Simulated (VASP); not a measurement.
# SiC (Cmm2) in VASP: a series of runs

Runs on SiC. Level: PBE. Tasks: single point.

All numbers are computed with VASP 6.6.1; they aren't measurements. Logs are shortened: lines on timing, memory, paths and dates and some standing lists are left out, and cuts for length are marked.

## (1) The cell of the first run

Symmetry: Cmm2, No. 35, orthorhombic system. Conventional cell: a = 6.194 Å, b = 6.194 Å, c = 4.380 Å, α = 90.00°, β = 90.00°, γ = 90.00°. Within 2.5 Å of Si (site symmetry m) lie 4 C at 1.90 to 2.01 Å. Within 2.4 Å of Si (site symmetry m) lie 4 C at 1.80 to 1.90 Å. C (site symmetry mm2) has 4 Si at 1.80 to 2.01 Å within 2.4 Å. C (site symmetry mm2) has 4 Si at 1.90 Å within 2.5 Å. Within 2.5 Å of C (site symmetry 2) lie 4 Si at 1.90 Å.

## (2) Single point, PBE (atom 5 (C) moved +0.180 Å along Cartesian [0 0 1])

INCAR

```
SYSTEM = SiC
ALGO = Normal
EDIFF = 1E-6
ENCUT = 520
GGA = PE
ISIF = 2
ISMEAR = 0
LASPH = .True.
LCHARG = .False.
LREAL = .False.
LWAVE = .False.
NBANDS = 26
NELM = 80
PREC = Accurate
SIGMA = 0.05
```

KPOINTS

```
k-points
0
Gamma
  6 6 6
  0 0 0
```

POSCAR

```
SiC
1.0
    4.3797281854      0.0000000000      0.0000000000
    0.0000000000     -4.3797281854      0.0000000000
    0.0000000000      0.0000000000     -4.3797281854
Si C
4 4
Direct
    0.0000000000      0.0000000000      0.0000000000
    0.5000000000      0.5000000000      0.0000000000
    0.5000000000      0.0000000000      0.5000000000
    0.0000000000      0.5000000000      0.5000000000
    0.7500000000      0.7500000000      0.7089015591
    0.2500000000      0.2500000000      0.7500000000
    0.2500000000      0.7500000000      0.2500000000
    0.7500000000      0.2500000000      0.2500000000
```

Potentials or basis: VASP PAW PBE potentials, release 64 (Si, C).

On the command line:

```
$ cat potpaw_PBE.64/Si/POTCAR potpaw_PBE.64/C/POTCAR > POTCAR
$ mpirun -np 1 vasp_std > vasp.out
```

OUTCAR:

```text
SYSTEM = SiC
   EDIFF = 1E-6
   ENCUT = 520
   GGA = PE
   ISIF = 2
   ISMEAR = 0
   LASPH = .True.
   LREAL = .False.
   NELM = 80
   PREC = Accurate

 ion  position               nearest neighbor table
   1  0.000  0.000  0.000-   6 1.90   7 1.90   8 1.90   5 2.01   3 3.10   4 3.10   2 3.10   3 3.10
                             4 3.10   2 3.10   4 3.10   4 3.10   2 3.10   3 3.10   3 3.10   2 3.10
   2  0.500  0.500  0.000-   6 1.90   7 1.90   8 1.90   5 2.01   3 3.10   4 3.10   1 3.10   3 3.10
                             4 3.10   1 3.10   3 3.10   3 3.10   1 3.10   4 3.10   4 3.10   1 3.10
   3  0.500  0.000  0.500-   5 1.80   6 1.90   7 1.90   8 1.90   2 3.10   4 3.10   1 3.10   1 3.10
                             2 3.10   2 3.10   4 3.10   2 3.10   1 3.10   4 3.10   1 3.10   4 3.10
   4  0.000  0.500  0.500-   5 1.80   6 1.90   7 1.90   8 1.90   2 3.10   3 3.10   1 3.10   1 3.10
                             2 3.10   1 3.10   3 3.10   1 3.10   2 3.10   3 3.10   2 3.10   3 3.10
   5  0.750  0.750  0.709-   3 1.80   4 1.80   1 2.01   2 2.01
   6  0.250  0.250  0.750-   1 1.90   2 1.90   3 1.90   4 1.90
   7  0.250  0.750  0.250-   1 1.90   2 1.90   3 1.90   4 1.90
   8  0.750  0.250  0.250-   1 1.90   2 1.90   3 1.90   4 1.90

  LATTYP: Found a simple cubic cell.
 ALAT       =     4.3797281854

  Lattice vectors:

 A1 = (   4.3797281854,   0.0000000000,   0.0000000000)
 A2 = (   0.0000000000,  -4.3797281854,   0.0000000000)
 A3 = (   0.0000000000,   0.0000000000,  -4.3797281854)

Analysis of symmetry for initial positions (statically):
=====================================================================
 Subroutine PRICEL returns:
 Original cell was already a primitive cell.

 Routine SETGRP: Setting up the symmetry group for a
 simple cubic supercell.

 Subroutine GETGRP returns: Found  4 space group operations
 (whereof  2 operations were pure point group operations)
 out of a pool of 48 trial point group operations.

The static configuration has the point symmetry C_1h.
 The point group associated with its full space group is C_2v.

Analysis of symmetry for dynamics (positions and initial velocities):
=====================================================================
 Subroutine PRICEL returns:
 Original cell was already a primitive cell.

 Routine SETGRP: Setting up the symmetry group for a
 simple cubic supercell.

 Subroutine GETGRP returns: Found  4 space group operations
 (whereof  2 operations were pure point group operations)
 out of a pool of 48 trial point group operations.

The dynamic configuration has the point symmetry C_1h.
 The point group associated with its full space group is C_2v.

 Subroutine INISYM returns: Found  4 space group operations
 (whereof  2 operations are pure point group operations),
 and found     1 'primitive' translations

----------------------------------------------------------------------------------------

                                     Primitive cell

  volume of cell :      84.0120

  direct lattice vectors                    reciprocal lattice vectors
     4.379728185  0.000000000  0.000000000     0.228324672  0.000000000  0.000000000
     0.000000000 -4.379728185  0.000000000     0.000000000 -0.228324672  0.000000000
     0.000000000  0.000000000 -4.379728185     0.000000000  0.000000000 -0.228324672

  length of vectors
     4.379728185  4.379728185  4.379728185     0.228324672  0.228324672  0.228324672

  position of ions in fractional coordinates (direct lattice)
     0.000000000  0.000000000  0.000000000
     0.500000000  0.500000000  0.000000000
     0.500000000  0.000000000  0.500000000
     0.000000000  0.500000000  0.500000000
     0.750000000  0.750000000  0.708901559
     0.250000000  0.250000000  0.750000000
     0.250000000  0.750000000  0.250000000
     0.750000000  0.250000000  0.250000000

  ion indices of the primitive-cell ions
   primitive index   ion index
                 1           1
                 2           2
                 3           3
                 4           4
                 5           5
                 6           6
                 7           7
                 8           8

----------------------------------------------------------------------------------------

 KPOINTS: k-points

Automatic generation of k-mesh.
 Grid dimensions read from file:
 generate k-points for:    6    6    6

 Generating k-lattice:

  Cartesian coordinates                     Fractional coordinates (reciprocal lattice)
     0.038054112  0.000000000  0.000000000     0.166666667  0.000000000  0.000000000
     0.000000000 -0.038054112  0.000000000     0.000000000  0.166666667  0.000000000
     0.000000000  0.000000000 -0.038054112     0.000000000  0.000000000  0.166666667

  Length of vectors
     0.038054112  0.038054112  0.038054112

  Shift w.r.t. Gamma in fractional coordinates (k-lattice)
     0.000000000  0.000000000  0.000000000

 Subroutine IBZKPT returns following result:
[... 39 lines left out ...]
   NFREE  =      0    steps in history (QN), initial steepest desc. (CG)
   ISIF   =      2    stress and relaxation
   ISYM   =      2    0-nonsym 1-usesym 2-fastsym
   POTIM  = 0.5000    time-step for ionic-motion
   TEBEG  =    0.0;   TEEND  =   0.0 temperature during run
   PSTRESS=    0.0 pullay stress
   NELECT =      32.0000    total number of electrons
   NUPDOWN=      -1.0000    fix difference up-down
   EMIN   =  10.00;   EMAX   =-10.00  energy-range for DOS
   EFERMI =   0.00;   METHOD = LEGACY
   ISMEAR =     0;   SIGMA  =   0.05  broadening in eV -4-tet -1-fermi 0-gaus
   EFERMI_NEDOS =   21; number of points for ismear=-14 and -15
   IALGO  =     38    algorithm
   IMIX   =      4    mixing-type and parameters
     AMIX     =   0.40;   BMIX     =  1.00
     AMIX_MAG =   1.60;   BMIX_MAG =  1.00
  volume/ion in A,a.u.               =      10.50        70.87
  Fermi-wavevector in a.u.,A,eV,Ry     =   1.186709  2.242555 19.160797  1.408279
  Thomas-Fermi vector in A             =   2.322876
   LORBIT       =      0    0 simple, 1 ext, 2 COOP (PROOUT), +10 PAW based schemes
   GGA     = PE    functional components
   LHFCALC =     F    Hartree Fock is set to
   AEXX    =    0.0000 exact exchange contribution
   IVDW    =     0    specifies the selected vdW correction
   LEPSILON=     F    determine dielectric tensor
   LRPA    =     F    only Hartree local field effects (RPA)
 non-spin polarized calculation
 Gauss-broadening in eV      SIGMA  =   0.05
  energy-cutoff  :      520.00
  volume of cell :       84.01
 maximum number of plane-waves:      2301
 NGX is ok and might be reduce to    36
   NGX = 17   NGY = 17   NGZ = 17

 number of electron      32.0000000 magnetization

 Free energy of the ion-electron system (eV)
  ---------------------------------------------------
  ext. energy  EPLUGINS =         0.00000000
  ---------------------------------------------------
  free energy    TOTEN  =       -59.88436201 eV

  energy without entropy =      -59.88436201  energy(sigma->0) =      -59.88436201

 E-fermi :   8.3468     XC(G=0): -11.2921

 val. band max:        8.1447356552   @ k =   0.0000   0.0000   0.0000
 cond. band min:       9.2959984325   @ k =   0.0000   0.0000   0.0000
 fundamental gap:      1.1512627773
 Fermi energy:         8.3468321759

 k-point     1 :       0.0000    0.0000    0.0000
  band No.  band energies     occupation
      1      -7.3571      2.00000
      2      -2.4555      2.00000
      3      -2.4010      2.00000
      4      -2.3885      2.00000
      5       0.0701      2.00000
      6       0.2461      2.00000
[... 18 lines left out ...]
     25      15.1419      0.00000
     26      15.1791      0.00000

 k-point     2 :       0.1667    0.0000    0.0000
  band No.  band energies     occupation
      1      -7.1783      2.00000
      2      -3.2898      2.00000
      3      -2.3730      2.00000
      4      -2.3378      2.00000
      5       0.2922      2.00000
      6       0.3591      2.00000
[... 18 lines left out ...]
     25      15.5952      0.00000
[... 608 lines left out ...]
     25      16.3530      0.00000
     26      16.7870      0.00000

 k-point    24 :       0.5000    0.5000    0.0000
  band No.  band energies     occupation
      1      -4.4322      2.00000
      2      -4.3797      2.00000
      3      -4.3559      2.00000
      4      -4.3286      2.00000
      5       1.8303      2.00000
      6       1.9690      2.00000
[... 18 lines left out ...]
     25      16.8365      0.00000
     26      16.8425      0.00000

 [... further k-points ...]

------------------------ aborting loop because EDIFF is reached ----------------------------------------

  FORCE on cell =-STRESS in cart. coord.  units (eV):
  Direction    XX          YY          ZZ          XY          YZ          ZX
  --------------------------------------------------------------------------------------
  -------------------------------------------------------------------------------------
  Total        0.9162264      0.9162264     -0.1006572      1.4478010      0.0000000      0.0000000
  in kB       17.4731787     17.4731787     -1.9196139     27.6107353      0.0000000      0.0000000
  external PRESSURE =      11.0089145 kB  Pullay stress =       0.0000000 kB

 VOLUME and BASIS-vectors are now :
 -----------------------------------------------------------------------------
  energy-cutoff  :      520.00
  volume of cell :       84.01
      direct lattice vectors                 reciprocal lattice vectors
     4.379728185  0.000000000  0.000000000     0.228324672  0.000000000  0.000000000
     0.000000000 -4.379728185  0.000000000     0.000000000 -0.228324672  0.000000000
     0.000000000  0.000000000 -4.379728185     0.000000000  0.000000000 -0.228324672

 POSITION                                       TOTAL-FORCE (eV/Angst)
 -----------------------------------------------------------------------------------
      0.00000      0.00000      0.00000        -0.295474      0.295474      0.680399
      2.18986     -2.18986      0.00000         0.295474     -0.295474      0.680399
      2.18986      0.00000     -2.18986        -0.656290     -0.656290      0.939822
      0.00000     -2.18986     -2.18986         0.656290      0.656290      0.939822
      3.28480     -3.28480     -3.10480        -0.000000      0.000000     -3.947134
      1.09493     -1.09493     -3.28480         0.000000      0.000000     -0.186868
      1.09493     -3.28480     -1.09493         0.000000      0.000000      0.446781
      3.28480     -1.09493     -1.09493         0.000000      0.000000      0.446781
 -----------------------------------------------------------------------------------
    total drift:                                0.000000      0.000000     -0.000090

  FREE ENERGIE OF THE ION-ELECTRON SYSTEM (eV)
  ---------------------------------------------------
  free  energy   TOTEN  =       -59.8843620145 eV

  energy  without entropy=      -59.8843620145  energy(sigma->0) =      -59.88436201
```

Run time: 89 s. Hardware: 1 thread of Intel Xeon Platinum 8488C (Sapphire Rapids), shared host; peak memory 0.23 GiB.

Results:

| Quantity | Value |
| --- | --- |
| Free energy | -59.8844 eV |
| Pressure | 1.1 GPa |
| Largest force | 3.947 eV/Å |
| Band gap on the k mesh | 1.15 eV |

Forces on the atoms (eV/Å):
```
Si  -0.295  0.295  0.680
Si   0.295 -0.295  0.680
Si  -0.656 -0.656  0.940
Si   0.656  0.656  0.940
C    0.000  0.000 -3.947
C    0.000  0.000 -0.187
C    0.000  0.000  0.447
C    0.000  0.000  0.447
```

Caveat: the cell differs from its parent crystal (atom 5 (C) moved +0.180 Å along Cartesian [0 0 1]); forces of over 1 eV/Å act on the atoms, so gaps and moduli don't describe the material at rest.

## (3) Single point, PBE (atom 5 (C) moved +0.140 Å along Cartesian [0 0 1])

INCAR

```
SYSTEM = SiC
  ALGO = Normal
  EDIFF = 1E-6
  ENCUT = 520
  GGA = PE
  ISIF = 2
  ISMEAR = 0
  LASPH = .True.
  LCHARG = .True.
  LELF = .True.
  LREAL = .False.
  LVHAR = .True.
  LWAVE = .False.
  NBANDS = 26
  NELM = 80
  PREC = Accurate
  SIGMA = 0.05
```

KPOINTS is that of step 2.

Changes to POSCAR since step 2:

```diff
@@ -12,3 +12,3 @@
     0.0000000000      0.5000000000      0.5000000000
-    0.7500000000      0.7500000000      0.7089015591
+    0.7500000000      0.7500000000      0.7180345460
     0.2500000000      0.2500000000      0.7500000000
```

Potentials or basis: VASP PAW PBE potentials, release 64 (Si, C).

On the command line:

```
$ cat potpaw_PBE.64/Si/POTCAR potpaw_PBE.64/C/POTCAR > POTCAR
$ mpirun -np 1 vasp_std > vasp.out
```

Run time: 89 s. Hardware: 1 thread of Intel Xeon Platinum 8488C (Sapphire Rapids), shared host; peak memory 0.24 GiB.

Results (log left out):

| Quantity | Value |
| --- | --- |
| Free energy | -60.0254 eV |
| Pressure | 0.7 GPa |
| Largest force | 3.099 eV/Å |
| Band gap on the k mesh | 1.20 eV |

Forces on the atoms (eV/Å):
```
Si  -0.256  0.256  0.558
Si   0.256 -0.256  0.558
Si  -0.476 -0.476  0.718
Si   0.476  0.476  0.718
C    0.000  0.000 -3.099
C    0.000  0.000 -0.147
C    0.000  0.000  0.347
C    0.000  0.000  0.347
```

Stress tensor (GPa, compression positive):
```
 1.04  2.10  0.00
 2.10  1.04  0.00
 0.00  0.00 -0.13
```

Levels at points of the mesh, in eV from the valence-band top:
```csv
k point,band 14,band 15,band 16,band 17,band 18,band 19
"(0.00, 0.00, 0.00)",-0.33,-0.21,0.00,1.20,1.21,1.28
"(0.50, 0.00, 0.00)",-2.08,-2.04,-2.02,3.81,3.83,4.97
"(0.00, 0.00, 0.50)",-2.12,-2.03,-1.82,3.80,3.85,5.03
"(0.50, 0.50, 0.00)",-1.35,-1.33,-1.09,5.08,5.24,5.35
"(0.00, 0.50, 0.50)",-1.34,-1.31,-1.18,5.15,5.17,5.38
"(0.50, 0.50, 0.50)",-1.20,-1.13,-0.87,5.05,5.11,5.13
```

Caveat: the cell differs from its parent crystal (atom 5 (C) moved +0.140 Å along Cartesian [0 0 1]); forces of over 1 eV/Å act on the atoms, so gaps and moduli don't describe the material at rest. A k mesh can miss the band edges.

## (4) Single point, PBE (atom 5 (C) moved +0.100 Å along Cartesian [0 0 1])

INCAR

```
SYSTEM = SiC
PREC     = Accurate       ! precision mode
ENCUT    = 520            ! plane-wave cutoff, eV
EDIFF    = 1E-7           ! SCF threshold, eV
ISMEAR   = 0              ! smearing method
SIGMA    = 0.05           ! smearing width, eV
LREAL    = .False.        ! projectors in reciprocal space
LASPH    = .True.         ! aspherical terms in the spheres
NELM     = 60             ! most SCF steps
ALGO     = Normal         ! electronic algorithm
ISIF     = 2              ! what is computed and relaxed
LWAVE    = .False.        ! write WAVECAR
LCHARG   = .True.         ! write CHGCAR
GGA      = PE             ! functional
LELF     = .True.         ! ELF
LVHAR    = .True.       
NBANDS   = 26             ! bands
```

KPOINTS

```
Automatic mesh
0
Gamma
  6 6 6
  0 0 0
```

Changes to POSCAR since step 3:

```diff
@@ -12,3 +12,3 @@
     0.0000000000      0.5000000000      0.5000000000
-    0.7500000000      0.7500000000      0.7180345460
+    0.7500000000      0.7500000000      0.7271675328
     0.2500000000      0.2500000000      0.7500000000
```

On the command line:

```
$ cat potpaw_PBE.64/Si/POTCAR potpaw_PBE.64/C/POTCAR > POTCAR
$ mpirun -np 1 vasp_std > vasp.out
```

Wall time 1.8 min (1 thread of Intel Xeon Platinum 8488C (Sapphire Rapids), shared host); peak memory 0.24 GiB.

It converged, with:

```yaml
Free_energy: -60.1320 eV
Pressure: 0.3 GPa
Largest_force: 2.229 eV/Å
Band_gap_on_the_k_mesh: 1.25 eV
```

Forces in eV/Å, atoms in the order of the input:
```
Si  -0.203  0.203  0.419
Si   0.203 -0.203  0.419
Si  -0.315 -0.315  0.501
Si   0.315  0.315  0.501
C    0.000  0.000 -2.229
C    0.000  0.000 -0.105
C    0.000  0.000  0.248
C    0.000  0.000  0.248
```

Stress tensor (GPa, compression positive):
```
 0.51  1.47  0.00
 1.47  0.51  0.00
 0.00  0.00 -0.09
```

Levels at points of the mesh, in eV from the valence-band top:
```csv
k point,band 14,band 15,band 16,band 17,band 18,band 19
"(0.00, 0.00, 0.00)",-0.24,-0.14,0.00,1.25,1.25,1.29
"(0.50, 0.00, 0.00)",-2.03,-2.01,-2.00,3.87,3.88,5.04
"(0.00, 0.00, 0.50)",-2.07,-2.00,-1.85,3.87,3.89,5.07
"(0.50, 0.50, 0.00)",-1.30,-1.29,-1.11,5.20,5.31,5.39
"(0.00, 0.50, 0.50)",-1.29,-1.28,-1.18,5.25,5.26,5.41
"(0.50, 0.50, 0.50)",-1.16,-1.11,-0.92,5.14,5.17,5.18
```

Caveat: the cell differs from its parent crystal (atom 5 (C) moved +0.100 Å along Cartesian [0 0 1]); forces of over 1 eV/Å act on the atoms, so gaps and moduli don't describe the material at rest. A k mesh can miss the band edges.

## (5) Single point, PBE (atom 5 (C) moved +0.060 Å along Cartesian [0 0 1])

INCAR

```
PREC     = Accurate       # precision mode
ENCUT    = 520            # plane-wave cutoff, eV
EDIFF    = 1E-6           # SCF threshold, eV
ISMEAR   = 0              # smearing method
SIGMA    = 0.05           # smearing width, eV
LREAL    = F              # projectors in reciprocal space
LASPH    = T              # aspherical terms in the spheres
NELM     = 80             # most SCF steps
ALGO     = Normal         # electronic algorithm
ISIF     = 2              # what is computed and relaxed
LWAVE    = F              # write WAVECAR
LCHARG   = F              # write CHGCAR
GGA      = PE             # functional
NBANDS   = 26             # bands
```

KPOINTS

```
Automatic mesh
0
Gamma
  6 6 6
```

Changes to POSCAR since step 4:

```diff
@@ -12,3 +12,3 @@
     0.0000000000      0.5000000000      0.5000000000
-    0.7500000000      0.7500000000      0.7271675328
+    0.7500000000      0.7500000000      0.7363005197
     0.2500000000      0.2500000000      0.7500000000
```

On the command line:

```
$ cat potpaw_PBE.64/Si/POTCAR potpaw_PBE.64/C/POTCAR > POTCAR
$ mpirun -np 1 vasp_std > vasp.out
```

Wall time 1.8 min (1 thread of Intel Xeon Platinum 8488C (Sapphire Rapids), shared host); peak memory 0.24 GiB.

The run converged. Its results:

```yaml
Free_energy: -60.2035 eV
Pressure: 0.1 GPa
Largest_force: 1.344 eV/Å
Band_gap_on_the_k_mesh: 1.30 eV
```

Forces in eV/Å, atoms in the order of the input:
```
Si  -0.134  0.134  0.263
Si   0.134 -0.134  0.263
Si  -0.175 -0.175  0.292
Si   0.175  0.175  0.292
C    0.000  0.000 -1.344
C    0.000  0.000 -0.063
C    0.000  0.000  0.149
C    0.000  0.000  0.149
```

Stress tensor (GPa, compression positive):
```
 0.15  0.87  0.00
 0.87  0.15  0.00
 0.00  0.00 -0.06
```

Levels at points of the mesh, in eV from the valence-band top:
```csv
k point,band 14,band 15,band 16,band 17,band 18,band 19
"(0.00, 0.00, 0.00)",-0.14,-0.08,0.00,1.30,1.30,1.31
"(0.50, 0.00, 0.00)",-1.99,-1.98,-1.97,3.93,3.94,5.11
"(0.00, 0.00, 0.50)",-2.00,-1.97,-1.88,3.93,3.94,5.12
"(0.50, 0.50, 0.00)",-1.25,-1.24,-1.14,5.31,5.38,5.43
"(0.00, 0.50, 0.50)",-1.25,-1.24,-1.18,5.35,5.35,5.44
"(0.50, 0.50, 0.50)",-1.11,-1.09,-0.97,5.21,5.22,5.23
```

Caveat: the cell differs from its parent crystal (atom 5 (C) moved +0.060 Å along Cartesian [0 0 1]); forces of over 1 eV/Å act on the atoms, so gaps and moduli don't describe the material at rest.

## (6) The runs side by side

```csv
cell,gap on the mesh (eV),pressure (GPa),largest force (eV/Å)
"as given, atomic positions A",1.15,1.1,3.95
"as given, atomic positions B",1.20,0.7,3.10
"as given, atomic positions C",1.25,0.3,2.23
"as given, atomic positions D",1.30,0.1,1.34
```

Alike in all rows: task single point; level PBE; potentials or basis VASP PAW PBE potentials, release 64 (Si, C); no spin polarisation; k mesh 6 × 6 × 6; cutoff (eV) 520; smearing gaussian 0.05 eV.

Caveats: forces of over 1 eV/Å act on the atoms, so gaps and moduli don't describe the material at rest.

Total energies depend on the potentials used, so only differences within one code and one set of settings carry meaning.
